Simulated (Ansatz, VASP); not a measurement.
# C in VASP and in Ansatz

```xyz
4
Lattice="2.5115 0.0000 0.0000 -1.2557 2.1750 0.0000 0.0000 0.0000 4.1804" Properties=species:S:1:pos:R:3 pbc="T T T"
C     0.0000    1.4500    0.2623
C     1.2557    0.7250    2.3524
C     1.2557    0.7250    3.9181
C     0.0000    1.4500    1.8279
```

Alike in both runs: functional PBE; k mesh 12 × 12 × 6; occupations gaussian, width 0.02 eV; no spin polarisation.

Ansatz relaxed the structure, and its values are those at the end. VASP's run is a single point on that final structure, the one shown.

|  | VASP | Ansatz |
| --- | --- | --- |
| version | VASP 6.6.1 | Ansatz 0.2.0 |
| potentials or method | VASP PAW PBE potentials, release 64 (C), cutoff 520 eV | scalar-relativistic, plane waves, PAW |
| valence electrons in the cell | 16 | 16 |

```csv
,VASP,Ansatz,Ansatz less VASP
gap on the k mesh at the Fermi level (eV),3.34,3.35,+0.012
least direct gap on the mesh (eV),4.96,4.97,+0.007
pressure (GPa),0.7,0.0,-0.65
```
